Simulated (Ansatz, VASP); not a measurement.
Two plane-wave programs on Al3BiO3

INCAR

```
SYSTEM = Al3BiO3
ALGO = Normal
EDIFF = 1E-6
EDIFFG = -0.08
ENCUT = 600
GGA = PE
IBRION = 2
ISIF = 3
ISMEAR = 0
LASPH = .TRUE.
LCHARG = .FALSE.
LREAL = .FALSE.
LWAVE = .FALSE.
NELM = 100
NSW = 36
PREC = Accurate
SIGMA = 0.15
```

File KPOINTS:

```
k-points
0
G
  3 3 3
  0 0 0
```

POSCAR

```
Al3BiO3
1.0
    3.3958374800     -3.2851325000      0.0000000000
    3.3958374800      3.2851325000      0.0000000000
   -3.2174419300      0.0000000000      4.5587443000
Al Bi O
3 1 3
Direct
    0.6426581100      0.6426581100      0.1180844700
    0.7560140500      0.3148604000      0.5198258800
    0.3148604000      0.7560140500      0.5198258800
    0.0605088600      0.0605088600      0.0024146300
    0.4110352700      0.9420613600      0.2998833700
    0.9420613600      0.4110352700      0.2998833700
    0.6987220000      0.6987220000      0.8121904700
```

Input for Ansatz:

```yaml
crystal:
  lattice:
    - [3.39583748, -3.2851325, 0.0]
    - [3.39583748, 3.2851325, 0.0]
    - [-3.21744193, 0.0, 4.5587443]
  atoms:
    - { symbol: Al, position: [0.64265811, 0.64265811, 0.11808447] }
    - { symbol: Al, position: [0.75601405, 0.3148604, 0.51982588] }
    - { symbol: Al, position: [0.3148604, 0.75601405, 0.51982588] }
    - { symbol: Bi, position: [0.06050886, 0.06050886, 0.00241463] }
    - { symbol: O, position: [0.41103527, 0.94206136, 0.29988337] }
    - { symbol: O, position: [0.94206136, 0.41103527, 0.29988337] }
    - { symbol: O, position: [0.698722, 0.698722, 0.81219047] }
basis:
  ecutwfc: 420
kpoints:
  mp_grid: { grid: [3, 3, 3] }
hamiltonian:
  xc: pbe
scf:
  occupations: { method: gaussian, width: 0.15 }
  lower_state_search: "off"
output:
  forces: true
  stress: true
  eigenvalues: true
relax:
  adjacent_minimum: "off"
  f_tol: 0.08
  max_steps: 16
  cell: { stress_tol: 0.8 }
```

Change from the starting cell: species swapped into the Zn3SbN3 type (Cm, No. 8).

Alike in both runs: task relaxation of cell and atoms; functional PBE; k mesh 3 × 3 × 3; occupations gaussian, width 0.15 eV; no spin polarisation.

```csv
,VASP,Ansatz
version,VASP 6.6.1,Ansatz 0.2.0
potentials or method,"VASP PAW PBE potentials, release 64 (Al, Bi_d, O), cutoff 600 eV","scalar-relativistic, plane waves, PAW"
valence electrons in the cell,42,42
```

```tsv
	VASP	Ansatz	Ansatz less VASP
gap on the k mesh at the Fermi level, each at its own relaxed structure (eV)	0.93	0.95	+0.012
relaxed volume (Å³/atom)	15.32	15.37	+0.045
relaxed cell length with the largest relative difference (Å)	5.082	5.112	+0.0300
```

The k mesh is coarse, so the values compare programs but aren't converged. Neither program's run includes spin-orbit coupling.
